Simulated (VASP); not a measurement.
AgB2:

```
CELL_PARAMETERS angstrom
0.00000 2.57000 2.57000
2.57000 0.00000 2.57000
2.57000 2.57000 0.00000
ATOMIC_POSITIONS crystal
Ag 0.00000 0.00000 0.00000
B 0.25000 0.25000 0.25000
B 0.75000 0.75000 0.75000
```

```yaml
Program: VASP 6.6.1
Task: relaxation of cell and atoms
Functional: PBEsol
Potentials_or_basis: VASP PAW PBE potentials, release 64 (Ag, B)
Cutoff: 500 eV
k_mesh: 7 × 7 × 7
Occupations: fermi-dirac, width 0.05 eV
Spin: no spin polarisation
```

At the start: pressure -3.5 GPa; volume 11.32 Å³/atom.

Where does the relaxation end?

Over 3 steps the energy falls by 2.7 meV/atom and the volume is 11.08 Å³/atom (-2.1 %); space group Fm-3m (No. 225, to 0.1 Å) before and after.

Step by step:
```csv
step,energy change (eV),largest force (eV/Å),pressure (GPa),volume (Å³)
1,0.0000,0.0000,-3.53,33.95
2,-0.0036,0.0000,2.82,32.74
3,-0.0080,0.0000,0.00,33.24
```

Final structure:
```
CELL_PARAMETERS angstrom
0.00000 2.55206 2.55206
2.55206 0.00000 2.55206
2.55206 2.55206 0.00000
ATOMIC_POSITIONS crystal
Ag 0.00000 0.00000 0.00000
B 0.25000 0.25000 0.25000
B 0.75000 0.75000 0.75000
```

Caveat: the PAW data sets were made with another functional, which shifts forces and pressure a little.
